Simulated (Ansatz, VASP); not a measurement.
One calculation of SrO, two programs

```
Sr O
1.0
     2.56630    2.56630    0.00000
    -2.56630    2.56630    0.00000
     0.00000    2.56630    2.56630
Sr O
1 1
Cartesian
  0.0000 2.5663 0.0000
  0.0000 0.0000 0.0000
```

Alike in both runs: task relaxation of cell and atoms; functional r2SCAN; k mesh 12 × 12 × 12; occupations fermi-dirac, width 0.1 eV; no spin polarisation.

```csv
,VASP,Ansatz
version,VASP 6.6.1,Ansatz 0.2.0
potentials or method,"VASP PAW PBE potentials, release 64 (Sr_sv, O)","PAW with Ansatz's default frozen-core files, scalar-relativistic"
plane-wave cutoff (eV),600,500
valence electrons in the cell,16,16
```

|  | VASP | Ansatz | Ansatz less VASP |
| --- | --- | --- | --- |
| relaxed volume (Å³/atom) | 17.25 | 17.18 | -0.073 |
| relaxed cell length with the largest relative difference (Å) | 3.654 | 3.649 | -0.0052 |

VASP's potentials were made for PBE, not for r2SCAN.
